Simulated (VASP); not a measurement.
Ti2CuP3: single point with r2SCAN+U

The system is Ti2CuP3.

```
P Ti Cu
1.0
     3.45118    0.00000    0.00000
     0.00000    3.45118    0.00000
     0.00000    0.00000    7.57752
P Ti Cu
3 2 1
Direct
  0.00000 0.50000 0.37762
  0.50000 0.00000 0.62238
  0.50000 0.50000 0.00000
  0.00000 0.50000 0.71953
  0.50000 0.00000 0.28047
  0.00000 0.00000 0.00000
```

* Program: VASP 6.6.1
* Task: single point
* Functional: r2SCAN
* Potentials or basis: VASP PAW PBE potentials, release 64 (P, Ti_sv, Cu)
* Cutoff: 520 eV
* k mesh: 5 × 5 × 3
* Occupations: tetrahedron
* Spin: no spin polarisation
* Hubbard terms: Cu d U = 6.13 eV, Ti d U = 3.91 eV
* Dipole correction: no
* Further INCAR settings: ALGO = Normal; EDIFF = 1e-06; NBANDS = 34

```
Pressure               : -0.9 GPa
Largest force          : 0.243 eV/Å
Band gap on the k mesh : zero (band 25 reaches 9.41 eV, above the bottom of band 26 at 7.81 eV)
```

Forces in eV/Å, atoms in the order of the input:
```
P    0.000  0.000 -0.153
P    0.000  0.000  0.153
P    0.000  0.000  0.000
Ti   0.000  0.000  0.243
Ti   0.000  0.000 -0.243
Cu   0.000  0.000  0.000
```

Stress tensor (GPa, compression positive):
```
-1.24  0.00  0.00
 0.00 -1.24  0.00
 0.00  0.00 -0.26
```

Levels at points of the mesh, in eV from the Fermi level:
```csv
k point,band 22,band 23,band 24,band 25,band 26,band 27,band 28,band 29
"(0.00, 0.00, 0.00)",-1.34,-1.16,-0.71,0.73,0.73,0.84,0.97,1.21
```

Eigenvalues of the final occupation matrices:
| site | spin | trace | eigenvalues |
| --- | --- | --- | --- |
| site 4 d | 1 | 0.87 | 0.09 0.12 0.17 0.21 0.27 |
| site 4 d | 2 | 0.87 | 0.09 0.12 0.17 0.21 0.27 |
| site 5 d | 1 | 0.87 | 0.09 0.12 0.17 0.21 0.27 |
| site 5 d | 2 | 0.87 | 0.09 0.12 0.17 0.21 0.27 |
| site 6 d | 1 | 4.72 | 0.93 0.94 0.95 0.95 0.95 |
| site 6 d | 2 | 4.72 | 0.93 0.94 0.95 0.95 0.95 |

It took 2.3 min on 1 thread of AMD EPYC 9R14 (Zen 4), with other jobs on the host, peak memory 0.2 GiB.

Caveat: the k points lie up to 0.36 Å⁻¹ apart; the PAW data sets were made with another functional, which shifts forces and pressure a little; U without spin polarisation on a metal has little footing; the U is typed as a test and isn't derived for this compound; tetrahedron occupations give inexact forces and stress in metals.
